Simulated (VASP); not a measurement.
Wanted: the native input for a VASP 6.6.1 run.

```
Task                   : single point
Functional             : PBE
Potentials or basis    : VASP PAW PBE potentials, release 64 (C, H)
Cutoff                 : 520 eV
k mesh                 : 1 × 1 × 1
Occupations            : fermi-dirac, width 0.05 eV
Spin                   : no spin polarisation
Dipole correction      : no
Further INCAR settings : LREAL = Auto; ALGO = Normal; EDIFF = 1e-06; NBANDS = 58
```

The structure of H4C lies in POSCAR:

```
H4C
1.0
    8.6854290000      0.0000000000      0.0000000000
    0.0000000000      8.6854290000      0.0000000000
    0.0000000000      0.0000000000      8.6854290000
C H
8 32
Direct
    0.1081236172      0.6642964901      0.6456445617
    0.0780963151      0.1965475741      0.0391575361
    0.4340718230      0.4775354217      0.4546580255
    0.6337395654      0.5139297092      0.0977614347
    0.7681485854      0.3748001394      0.5087255909
    0.6561794472      0.7934668512      0.7353810618
    0.0544244850      0.8177028446      0.2076811635
    0.5550100058      0.9294532256      0.2006579065
    0.1304598771      0.5358284548      0.6276373913
   -0.0073801766      0.6863679388      0.5890209914
    0.2058274842      0.7288644004      0.5951461925
    0.1180137446      0.6976512041      0.7743428678
    0.1495953740      0.0964258645      0.0977844618
    0.1671765436      0.2936412237      0.0197917685
   -0.0092568830      0.2480361074      0.1039326900
    0.0583390872      0.1492154274     -0.0732376029
    0.5037402298      0.3703328874      0.4915589086
    0.5071021823      0.5766784807      0.4827625671
    0.3370012005      0.5151731711      0.5332954768
    0.3885818421      0.4722507086      0.3342034113
    0.5674446248      0.4901657707     -0.0082667189
    0.5806506506      0.6097798969      0.1583341479
    0.7506364971      0.5566219009      0.0731339811
    0.6391279003      0.4200598497      0.1745452067
    0.7164528085      0.4250912649      0.3974012107
    0.7033388909      0.3788529041      0.6144543925
    0.8687768906      0.4440885994      0.5299335243
    0.7859715392      0.2560380149      0.4908450694
    0.5803397852      0.8931971006      0.7547583430
    0.6383334663      0.7706009686      0.6086515703
    0.6046909139      0.6810947392      0.8033109245
    0.7726964322      0.8199594977      0.7788792010
    0.0107075885      0.7158310775      0.2728017234
    0.1217671574      0.8902496353      0.2772804890
   -0.0406658094      0.8634461234      0.1596006369
    0.1298842003      0.7962646405      0.1176337979
    0.5619296410      1.0305535858      0.2731125889
    0.4428451375      0.8762952296      0.2207605404
    0.6473140244      0.8662899668      0.2568785031
    0.5671107322      0.9671830833      0.0889535796
```

The input as run:

INCAR

```
  PREC = Accurate
  ENCUT = 520
  EDIFF = 1E-6
  ISMEAR = -1
  SIGMA = 0.05
  LREAL = Auto
  LASPH = T
  NELM = 120
  ALGO = Normal
  ISIF = 2
  LWAVE = F
  LCHARG = F
  GGA = PE
  NBANDS = 58
  GGA_COMPAT = F
```

KPOINTS

```
regular mesh
0
Gamma
  1 1 1
```

Potentials or basis: VASP PAW PBE potentials, release 64 (C, H).

Run with:

```sh
$ cat potpaw_PBE.64/C/POTCAR potpaw_PBE.64/H/POTCAR > POTCAR
$ mpirun -np 1 vasp_gam > vasp.out
```

It gave:

The pressure is 0.1 GPa, the largest force is 4.911 eV/Å and the band gap on the k mesh is 6.22 eV.

Caveat: the k points lie up to 0.72 Å⁻¹ apart.

Wall time 77 s on 1 thread of Intel(R) Xeon(R) 6975P-C (Granite Rapids) (shared host), peak memory 0.61 GiB.
